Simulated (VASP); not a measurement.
# CsMgF3 (Amm2) in VASP: further runs, part 2 of 3

VASP 6.6.1. The steps go on from the part before.

## 4. Single point, LDA

File INCAR:

```
PREC = Accurate
ENCUT = 520
EDIFF = 1E-6
ISMEAR = 0
SIGMA = 0.05
LREAL = F
LASPH = T
NELM = 80
ALGO = Normal
ISIF = 2
LWAVE = F
LCHARG = F
GGA = CA
NBANDS = 24
```

File KPOINTS:

```
regular mesh
0
Gamma
  6 6 6
```

File POSCAR:

```
CsMgF3
1.0
    4.2523070000      0.0000000000      0.0000000000
    0.0000000000      4.2523070000      0.0000000000
    0.0000000000      0.0000000000      4.2523070000
Cs Mg F
1 1 3
Direct
    0.0000000000      0.0000000000      0.0000000000
    0.5000000000      0.5000000000      0.5000000000
    0.0000000000      0.5083143901      0.5083143901
    0.5000000000      0.0083143901      0.5083143901
    0.5000000000      0.5083143901      0.0083143901
```

Potentials or basis: VASP PAW LDA potentials, release 64 (Cs_sv, Mg, F).

The run is started by

```sh
$ cat potpaw_LDA.64/Cs_sv/POTCAR potpaw_LDA.64/Mg/POTCAR potpaw_LDA.64/F/POTCAR > POTCAR
$ mpirun -np 1 vasp_std > vasp.out
```

OUTCAR:

```text
PREC = Accurate
   ENCUT = 520
   EDIFF = 1E-6
   ISMEAR = 0
   LREAL = F
   LASPH = T
   NELM = 80
   ISIF = 2
   GGA = CA

 ion  position               nearest neighbor table
   1  0.000  0.000  0.000-
   2  0.500  0.500  0.500-   4 2.09   5 2.09   3 2.13   3 2.13   4 2.16   5 2.16
   3  0.000  0.508  0.508-   2 2.13   2 2.13
   4  0.500  0.008  0.508-   2 2.09   2 2.16
   5  0.500  0.508  0.008-   2 2.09   2 2.16

  LATTYP: Found a simple cubic cell.
[... 841 lines left out ...]
     24      12.2898      0.00000

 [... further k-points ...]
[... 5 lines left out ...]
  --------------------------------------------------------------------------------------
  -------------------------------------------------------------------------------------
  Total       -3.4946567     -3.4574749     -3.4574749      0.0000000      0.0078275      0.0000000
  in kB      -72.8184217    -72.0436627    -72.0436627      0.0000000      0.1631015      0.0000000
  external PRESSURE =     -72.3019157 kB  Pullay stress =       0.0000000 kB

 VOLUME and BASIS-vectors are now :
 -----------------------------------------------------------------------------
  energy-cutoff  :      520.00
  volume of cell :       76.89
      direct lattice vectors                 reciprocal lattice vectors
     4.252307000  0.000000000  0.000000000     0.235166464  0.000000000  0.000000000
     0.000000000  4.252307000  0.000000000     0.000000000  0.235166464  0.000000000
     0.000000000  0.000000000  4.252307000     0.000000000  0.000000000  0.235166464

 POSITION                                       TOTAL-FORCE (eV/Angst)
 -----------------------------------------------------------------------------------
      0.00000      0.00000      0.00000         0.000000      0.074267      0.074267
      2.12615      2.12615      2.12615         0.000000      0.075260      0.075260
      0.00000      2.16151      2.16151         0.000000     -0.069195     -0.069195
      2.12615      0.03536      2.16151         0.000000     -0.011694     -0.068638
      2.12615      2.16151      0.03536         0.000000     -0.068638     -0.011694
 -----------------------------------------------------------------------------------
    total drift:                                0.000000     -0.000345     -0.000345

  FREE ENERGIE OF THE ION-ELECTRON SYSTEM (eV)
  ---------------------------------------------------
  free  energy   TOTEN  =       -26.2724025279 eV

  energy  without entropy=      -26.2724025279  energy(sigma->0) =      -26.27240253
```

Wall time 42 s (1 thread of Intel Xeon Platinum 8488C (Sapphire Rapids), shared host); peak memory 0.21 GiB.

What came out:

| Quantity | Value |
| --- | --- |
| Free energy | -26.2724 eV |
| Pressure | -7.2 GPa |
| Largest force | 0.106 eV/Å |
| Band gap on the k mesh | 6.35 eV, direct |

Forces in eV/Å, atoms in the order of the input:
```
Cs   0.000  0.074  0.074
Mg   0.000  0.075  0.075
F    0.000 -0.069 -0.069
F    0.000 -0.012 -0.069
F    0.000 -0.069 -0.012
```

Stress tensor (GPa, compression positive):
```
-7.28  0.00  0.00
 0.00 -7.20  0.02
 0.00  0.02 -7.20
```

Levels at points of the mesh, in eV from the valence-band top:
```csv
k point,band 12,band 13,band 14,band 15,band 16,band 17,band 18,band 19,band 20,band 21
"(0.00, 0.00, 0.00)",-0.70,-0.70,0.00,0.00,0.00,6.35,8.40,8.41,11.20,11.21
"(0.50, 0.00, 0.00)",-0.94,-0.66,-0.66,-0.42,-0.42,9.07,9.21,9.51,11.48,11.49
"(0.00, 0.50, 0.00)",-0.94,-0.66,-0.66,-0.42,-0.42,9.06,9.21,9.51,11.49,11.49
"(0.50, 0.50, 0.00)",-1.06,-1.06,-0.22,-0.18,-0.18,8.83,10.42,11.68,11.68,11.98
"(0.00, 0.50, 0.50)",-1.06,-1.06,-0.23,-0.18,-0.17,8.83,10.42,11.68,11.69,11.96
"(0.50, 0.50, 0.50)",-0.20,-0.20,-0.17,-0.17,-0.17,8.63,8.63,8.63,11.92,14.10
```

Caveat: the cell differs from its parent crystal (all F atoms moved -0.050 Å, as atom 3 towards its neighbour atom 1 (Cs) at 3.007 Å); spin-orbit coupling is left out, which moves the levels of the heavy elements. A k mesh can miss the band edges.

## 5. Single point, LDA

File INCAR:

```
ALGO     = Normal         # electronic algorithm
EDIFF    = 1E-6           # SCF threshold, eV
ENCUT    = 520            # plane-wave cutoff, eV
ISIF     = 2              # what is computed and relaxed
ISMEAR   = 0              # smearing method
LASPH    = T              # aspherical terms in the spheres
LCHARG   = F              # write CHGCAR
LREAL    = F              # projectors in reciprocal space
LWAVE    = F              # write WAVECAR
NBANDS   = 24             # bands
NELM     = 60             # most SCF steps
PREC     = Accurate       # precision mode
SIGMA    = 0.05           # smearing width, eV
```

File KPOINTS:

```
k-points
0
Gamma
  6 6 6
```

File POSCAR:

```
CsMgF3
1.0
    4.2523070000      0.0000000000      0.0000000000
    0.0000000000      4.2523070000      0.0000000000
    0.0000000000      0.0000000000      4.2523070000
Cs Mg F
1 1 3
Direct
    0.0000000000      0.0000000000      0.0000000000
    0.5000000000      0.5000000000      0.5000000000
    0.0000000000      0.4958428050      0.4958428050
    0.5000000000     -0.0041571950      0.4958428050
    0.5000000000      0.4958428050     -0.0041571950
```

Potentials or basis: VASP PAW LDA potentials, release 64 (Cs_sv, Mg, F).

The run is started by

```sh
$ cat potpaw_LDA.64/Cs_sv/POTCAR potpaw_LDA.64/Mg/POTCAR potpaw_LDA.64/F/POTCAR > POTCAR
$ mpirun -np 1 vasp_std > vasp.out
```

OUTCAR:

```text
EDIFF = 1E-6
   ENCUT = 520
   ISIF = 2
   ISMEAR = 0
   LASPH = T
   LREAL = F
   NELM = 60
   PREC = Accurate

 ion  position               nearest neighbor table
   1  0.000  0.000  0.000-
   2  0.500  0.500  0.500-   4 2.11   5 2.11   3 2.13   3 2.13   4 2.14   5 2.14
   3  0.000  0.496  0.496-   2 2.13   2 2.13
   4  0.500  0.996  0.496-   2 2.11   2 2.14
   5  0.500  0.496  0.996-   2 2.11   2 2.14

  LATTYP: Found a simple cubic cell.
 ALAT       =     4.2523070000

  Lattice vectors:

 A1 = (   4.2523070000,   0.0000000000,   0.0000000000)
 A2 = (   0.0000000000,   4.2523070000,   0.0000000000)
 A3 = (   0.0000000000,   0.0000000000,   4.2523070000)

Analysis of symmetry for initial positions (statically):
=====================================================================
 Subroutine PRICEL returns:
 Original cell was already a primitive cell.

 Routine SETGRP: Setting up the symmetry group for a
 simple cubic supercell.

 Subroutine GETGRP returns: Found  4 space group operations
 (whereof  4 operations were pure point group operations)
 out of a pool of 48 trial point group operations.

The static configuration has the point symmetry C_2v.

Analysis of symmetry for dynamics (positions and initial velocities):
=====================================================================
 Subroutine PRICEL returns:
 Original cell was already a primitive cell.

 Routine SETGRP: Setting up the symmetry group for a
 simple cubic supercell.

 Subroutine GETGRP returns: Found  4 space group operations
 (whereof  4 operations were pure point group operations)
 out of a pool of 48 trial point group operations.

The dynamic configuration has the point symmetry C_2v.

 Subroutine INISYM returns: Found  4 space group operations
 (whereof  4 operations are pure point group operations),
 and found     1 'primitive' translations

----------------------------------------------------------------------------------------

                                     Primitive cell

  volume of cell :      76.8907

  direct lattice vectors                    reciprocal lattice vectors
     4.252307000  0.000000000  0.000000000     0.235166464  0.000000000  0.000000000
     0.000000000  4.252307000  0.000000000     0.000000000  0.235166464  0.000000000
     0.000000000  0.000000000  4.252307000     0.000000000  0.000000000  0.235166464

  length of vectors
     4.252307000  4.252307000  4.252307000     0.235166464  0.235166464  0.235166464

  position of ions in fractional coordinates (direct lattice)
     0.000000000  0.000000000  0.000000000
     0.500000000  0.500000000  0.500000000
     0.000000000  0.495842805  0.495842805
     0.500000000  0.995842805  0.495842805
     0.500000000  0.495842805  0.995842805

  ion indices of the primitive-cell ions
   primitive index   ion index
                 1           1
                 2           2
                 3           3
                 4           4
                 5           5

----------------------------------------------------------------------------------------

 KPOINTS: k-points

Automatic generation of k-mesh.
 Grid dimensions read from file:
 generate k-points for:    6    6    6

 Generating k-lattice:

  Cartesian coordinates                     Fractional coordinates (reciprocal lattice)
     0.039194411  0.000000000  0.000000000     0.166666667  0.000000000  0.000000000
     0.000000000  0.039194411  0.000000000     0.000000000  0.166666667  0.000000000
     0.000000000  0.000000000  0.039194411     0.000000000  0.000000000  0.166666667

  Length of vectors
     0.039194411  0.039194411  0.039194411

  Shift w.r.t. Gamma in fractional coordinates (k-lattice)
     0.000000000  0.000000000  0.000000000

 Subroutine IBZKPT returns following result:
 ===========================================

 Found     52 irreducible k-points:

 Following reciprocal coordinates:
            Coordinates               Weight
  0.000000  0.000000  0.000000      1.000000
  0.166667  0.000000  0.000000      2.000000
  0.000000  0.166667  0.000000      4.000000
  0.333333  0.000000  0.000000      2.000000
  0.000000  0.333333  0.000000      4.000000
  0.500000  0.000000  0.000000      1.000000
[... 16 lines left out ...]
  0.333333  0.000000  0.500000      4.000000
  0.500000  0.500000  0.000000      2.000000
 [... further k-points ...]
   k-points           NKPTS =     52   k-points in BZ     NKDIM =     52   number of bands    NBANDS=     24
   number of dos      NEDOS =    301   number of ions     NIONS =      5
   total plane-waves  NPLWV =  32768
   dimension x,y,z NGX =    32 NGY =   32 NGZ =   32
   dimension x,y,z NGXF=    64 NGYF=   64 NGZF=   64
   ions per type =               1   1   3
   NGX,Y,Z   is equivalent  to a cutoff of  12.51, 12.51, 12.51 a.u.
   NGXF,Y,Z  is equivalent  to a cutoff of  25.02, 25.02, 25.02 a.u.
 SYSTEM =  unknown system
   PREC   = accura    normal or accurate (medium, high low for compatibility)
   ISTART =      0    job   : 0-new  1-cont  2-samecut
   ICHARG =      2    charge: 1-file 2-atom 10-const
   ISPIN  =      1    spin polarized calculation?
   LNONCOLLINEAR =      F non collinear calculations
   LSORBIT =      F    spin-orbit coupling
   LASPH  =      T    aspherical Exc in radial PAW
   ENCUT  =  520.0 eV  38.22 Ry    6.18 a.u.   7.91  7.91  7.91*2*pi/ulx,y,z
   NELM   =     60;   NELMIN=  2; NELMDL= -5     # of ELM steps
   EDIFF  = 0.1E-05   stopping-criterion for ELM
   LREAL  =      F    real-space projection
   EDIFFG = 0.1E-04   stopping-criterion for IOM
   NSW    =      0    number of steps for IOM
   IBRION =     -1    ionic relax: 0-MD 1-quasi-New 2-CG
   NFREE  =      0    steps in history (QN), initial steepest desc. (CG)
   ISIF   =      2    stress and relaxation
   ISYM   =      2    0-nonsym 1-usesym 2-fastsym
   POTIM  = 0.5000    time-step for ionic-motion
   TEBEG  =    0.0;   TEEND  =   0.0 temperature during run
   PSTRESS=    0.0 pullay stress
   NELECT =      32.0000    total number of electrons
   NUPDOWN=      -1.0000    fix difference up-down
   EMIN   =  10.00;   EMAX   =-10.00  energy-range for DOS
   EFERMI =   0.00;   METHOD = LEGACY
   ISMEAR =     0;   SIGMA  =   0.05  broadening in eV -4-tet -1-fermi 0-gaus
   EFERMI_NEDOS =   21; number of points for ismear=-14 and -15
   IALGO  =     38    algorithm
   IMIX   =      4    mixing-type and parameters
     AMIX     =   0.40;   BMIX     =  1.00
     AMIX_MAG =   1.60;   BMIX_MAG =  1.00
  volume/ion in A,a.u.               =      15.38       103.78
  Fermi-wavevector in a.u.,A,eV,Ry     =   1.222269  2.309754 20.326316  1.493942
  Thomas-Fermi vector in A             =   2.357422
   LORBIT       =      0    0 simple, 1 ext, 2 COOP (PROOUT), +10 PAW based schemes
   GGA     = CA    functional components
   LHFCALC =     F    Hartree Fock is set to
   AEXX    =    0.0000 exact exchange contribution
   IVDW    =     0    specifies the selected vdW correction
   LEPSILON=     F    determine dielectric tensor
   LRPA    =     F    only Hartree local field effects (RPA)
 non-spin polarized calculation
 Gauss-broadening in eV      SIGMA  =   0.05
  energy-cutoff  :      520.00
  volume of cell :       76.89
 maximum number of plane-waves:      2103
   NGX = 15   NGY = 15   NGZ = 15

 number of electron      31.9999981 magnetization

 Free energy of the ion-electron system (eV)
  ---------------------------------------------------
  ext. energy  EPLUGINS =         0.00000000
  ---------------------------------------------------
  free energy    TOTEN  =       -26.27632115 eV

  energy without entropy =      -26.27632115  energy(sigma->0) =      -26.27632115

 E-fermi :  -1.1139     XC(G=0): -10.1455

 val. band max:       -1.4202009706   @ k =   0.0000   0.0000   0.0000
 cond. band min:       4.9262923846   @ k =   0.0000   0.0000   0.0000
 fundamental gap:      6.3464933553
 Fermi energy:        -1.1139171288

 k-point     1 :       0.0000    0.0000    0.0000
  band No.  band energies     occupation
      1     -21.0189      2.00000
      2     -20.3831      2.00000
      3     -20.3825      2.00000
      4     -17.9407      2.00000
      5      -5.5549      2.00000
      6      -5.5549      2.00000
[... 16 lines left out ...]
     23      11.1852      0.00000
     24      13.5043      0.00000
[... 598 lines left out ...]
      2     -20.5294      2.00000
      3     -20.5287      2.00000
      4     -18.0810      2.00000
      5      -5.7050      2.00000
      6      -5.7050      2.00000
[... 16 lines left out ...]
     23      12.1984      0.00000
     24      12.2731      0.00000

 [... further k-points ...]
[... 5 lines left out ...]
  --------------------------------------------------------------------------------------
  -------------------------------------------------------------------------------------
  Total       -3.5039073     -3.4947496     -3.4947496     -0.0000000      0.0018434      0.0000000
  in kB      -73.0111777    -72.8203584    -72.8203584     -0.0000000      0.0384100      0.0000000
  external PRESSURE =     -72.8839648 kB  Pullay stress =       0.0000000 kB

 VOLUME and BASIS-vectors are now :
 -----------------------------------------------------------------------------
  energy-cutoff  :      520.00
  volume of cell :       76.89
      direct lattice vectors                 reciprocal lattice vectors
     4.252307000  0.000000000  0.000000000     0.235166464  0.000000000  0.000000000
     0.000000000  4.252307000  0.000000000     0.000000000  0.235166464  0.000000000
     0.000000000  0.000000000  4.252307000     0.000000000  0.000000000  0.235166464

 POSITION                                       TOTAL-FORCE (eV/Angst)
 -----------------------------------------------------------------------------------
      0.00000      0.00000      0.00000         0.000000     -0.036580     -0.036580
      2.12615      2.12615      2.12615         0.000000     -0.036920     -0.036920
      0.00000      2.10848      2.10848         0.000000      0.034202      0.034202
      2.12615      4.23463      2.10848         0.000000      0.005158      0.034140
      2.12615      2.10848      4.23463         0.000000      0.034140      0.005158
 -----------------------------------------------------------------------------------
    total drift:                                0.000000     -0.001875     -0.001875

  FREE ENERGIE OF THE ION-ELECTRON SYSTEM (eV)
  ---------------------------------------------------
  free  energy   TOTEN  =       -26.2763211452 eV

  energy  without entropy=      -26.2763211452  energy(sigma->0) =      -26.27632115
```

Run time: 43 s. Hardware: 1 thread of Intel Xeon Platinum 8488C (Sapphire Rapids), shared host; peak memory 0.22 GiB.

Results:

```
Free energy            : -26.2763 eV
Pressure               : -7.3 GPa
Largest force          : 0.052 eV/Å
Band gap on the k mesh : 6.35 eV, direct
```

Forces in eV/Å, atoms in the order of the input:
```
Cs   0.000 -0.037 -0.037
Mg   0.000 -0.037 -0.037
F    0.000  0.034  0.034
F    0.000  0.005  0.034
F    0.000  0.034  0.005
```

Caveat: the cell differs from its parent crystal (all F atoms moved +0.025 Å, as atom 3 towards its neighbour atom 1 (Cs) at 3.007 Å); spin-orbit coupling is left out, which moves the levels of the heavy elements. A k mesh can miss the band edges.

(Part 2 of 3 ends here.)
